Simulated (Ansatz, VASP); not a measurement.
# AgI in VASP and in Ansatz

INCAR

```
PREC = Accurate ; ENCUT = 500
EDIFF = 1E-6 ; ISMEAR = 0
SIGMA = 0.02 ; LREAL = F
LASPH = T ; NELM = 120
ALGO = Normal ; ISIF = 2
LWAVE = F ; LCHARG = T
GGA = PE ; LELF = T
LVHAR = T ; NBANDS = 26
GGA_COMPAT = F
```

The input KPOINTS:

```
Automatic mesh
0
Gamma
  6 6 4
```

The input POSCAR:

```
AgI
1.0
    4.6862868217      0.0000000000      0.0000000000
   -2.3431434108      4.0584434370      0.0000000000
    0.0000000000      0.0000000000      7.6611324136
Ag I
2 2
Direct
    0.3333333333      0.6666666667      0.0024494355
    0.6666666667      0.3333333333      0.5024494355
    0.3333333333      0.6666666667      0.3774505645
    0.6666666667      0.3333333333      0.8774505645
```

Input for Ansatz:

```yaml
crystal:
  lattice:
    - [4.6862868217, 0.0, 0.0]
    - [-2.3431434108, 4.058443437, 0.0]
    - [0.0, 0.0, 7.6611324136]
  atoms:
    - { symbol: Ag, position: [0.3333333333, 0.6666666667, 0.0024494355] }
    - { symbol: Ag, position: [0.6666666667, 0.3333333333, 0.5024494355] }
    - { symbol: I, position: [0.3333333333, 0.6666666667, 0.3774505645] }
    - { symbol: I, position: [0.6666666667, 0.3333333333, 0.8774505645] }
basis:
  ecutwfc: 420
kpoints:
  mp_grid: { grid: [6, 6, 4] }
hamiltonian:
  xc: pbe
scf:
  occupations: { method: gaussian, width: 0.02 }
output:
  forces: true
  stress: true
  eigenvalues: true
```

Alike in both runs: task single point; functional PBE; k mesh 6 × 6 × 4; occupations gaussian, width 0.02 eV; no spin polarisation.

|  | VASP | Ansatz |
| --- | --- | --- |
| version | VASP 6.6.1 | Ansatz 0.2.0 |
| potentials or method | VASP PAW PBE potentials, release 64 (Ag, I), cutoff 500 eV | scalar-relativistic, plane waves, PAW |
| valence electrons in the cell | 36 | 72 |

```csv
,VASP,Ansatz,Ansatz less VASP
gap on the k mesh at the Fermi level (eV),1.37,1.37,-0.002
least direct gap on the mesh (eV),1.37,1.37,-0.002
pressure (GPa),-0.1,0.0,+0.06
```

VASP's potentials hold 36 valence electrons a cell and Ansatz's 72, so a difference there can come from the potentials and not from the codes.

Spin-orbit coupling is off throughout.
